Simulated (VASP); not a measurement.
Set up this calculation in VASP 6.6.1, as the native input.

```yaml
Task: single point
Functional: PBEsol
Dispersion: D3(BJ)
Potentials_or_basis: VASP PAW PBE potentials, release 64 (Sn_d, Se)
Cutoff: 520 eV
k_mesh: 3 × 6 × 6
Occupations: fermi-dirac, width 0.05 eV
Spin: no spin polarisation
Dipole_correction: no
Further_INCAR_settings: ALGO = Normal; EDIFF = 1e-07; NBANDS = 50
```

The structure of SnSe lies in POSCAR:

```
SnSe
1.0
   11.2299763866      0.0000000000      0.0000000000
    0.0000000000      4.1101165490      0.0000000000
    0.0000000000      0.0000000000      4.2426451134
Sn Se
4 4
Direct
    0.8832944884      0.7500000000      0.9262083643
    0.6167055116      0.2500000000      0.4262083643
    0.3832944884      0.7500000000      0.5737916357
    0.1167055116      0.2500000000      0.0737916357
    0.6408968419      0.7500000000      0.9814367054
    0.8591031581      0.2500000000      0.4814367054
    0.1408968419      0.7500000000      0.5185632946
    0.3591031581      0.2500000000      0.0185632946
```

One way to write it, as run:

INCAR

```
PREC = Accurate
ENCUT = 520
EDIFF = 1E-7
ISMEAR = -1
SIGMA = 0.05
LREAL = F
LASPH = T
NELM = 80
ALGO = Normal
ISIF = 2
LWAVE = F
LCHARG = T
GGA = PS
IVDW = 12
LELF = T
LVHAR = T
NBANDS = 50
```

KPOINTS

```
regular mesh
0
Gamma
  3 6 6
```

Potentials or basis: VASP PAW PBE potentials, release 64 (Sn_d, Se).

Launch:

```console
$ cat potpaw_PBE.64/Sn_d/POTCAR potpaw_PBE.64/Se/POTCAR > POTCAR
$ mpirun -np 1 vasp_std > vasp.out
```

It gave:

The pressure is 0.1 GPa, the largest force is 0.022 eV/Å and the band gap on the k mesh is 0.24 eV, indirect (least direct gap 0.52 eV). The dispersion energy per atom is -0.367 eV.

Caveat: the PAW data sets were made with another functional, which shifts forces and pressure a little; spin-orbit coupling is left out, which moves the levels of the heavy elements.

Wall time 4 min on 1 thread of Intel(R) Xeon(R) Platinum 8259CL CPU @ 2.50GHz (Skylake/Cascade Lake), on a shared host, peak memory 0.42 GiB.
